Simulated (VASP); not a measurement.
Here is a VASP 6.6.1 calculation.

File POSCAR:

```
TiB
1.0
    0.0000000000      2.2635081104      2.2635081104
    2.2635081104      0.0000000000      2.2635081104
    2.2635081104      2.2635081104      0.0000000000
Ti B
1 1
Direct
    0.0000000000      0.0000000000      0.0000000000
    0.5000000000      0.5000000000      0.5000000000
```

File INCAR.step1:

```
SYSTEM = TiB
ALGO = Normal
EDIFF = 1E-4
ENCUT = 600
GGA = PE
ISMEAR = 0
LASPH = .True.
LCHARG = .False.
LREAL = .False.
LWAVE = .True.
NELM = 80
PREC = Accurate
SIGMA = 0.1
```

Contents of INCAR.step2:

```
SYSTEM = TiB
ALGO = Normal
EDIFF = 1E-7
EDIFFG = -0.01
ENCUT = 600
IBRION = 2
ISIF = 3
ISMEAR = 0
ISTART = 1
LASPH = .True.
LCHARG = .False.
LMIXTAU = .True.
LREAL = .False.
LWAVE = .False.
METAGGA = R2SCAN
NELM = 80
NSW = 80
PREC = Accurate
SIGMA = 0.1
```

The input KPOINTS:

```
k-points
0
Gamma
  16 16 16
  0 0 0
```

Potentials or basis: VASP PAW PBE potentials, release 64 (Ti_sv, B).

Launch:

```sh
$ cat potpaw_PBE.64/Ti_sv/POTCAR potpaw_PBE.64/B/POTCAR > POTCAR
$ cp INCAR.step1 INCAR
$ mpirun -np 1 vasp_std > vasp.out
$ cp INCAR.step2 INCAR
$ mpirun -np 1 vasp_std > vasp.out
```

Task: What does it give for the band gap on the k mesh?

Result: Zero (an odd number of electrons rules out a gap without spin polarisation).

Task: Predict the relaxed volume.

Result: 11.64 Å³/atom.

Task: Predict the relaxed cell.

Result: a = 3.205 Å, b = 3.205 Å, c = 3.205 Å, α = 60.00°, β = 60.00°, γ = 60.00°.

Step by step:
```tsv
step	energy change (eV)	largest force (eV/Å)	pressure (GPa)	volume (Å³)
1	0.0000	0.0000	0.71	23.19
2	0.0000	0.0000	-0.62	23.37
3	-0.0002	0.0000	0.01	23.28
```

Caveat: the PAW data sets were made with another functional, which shifts forces and pressure a little; an odd number of electrons without spin polarisation forces a metal; a magnetic or distorted state may lie lower.
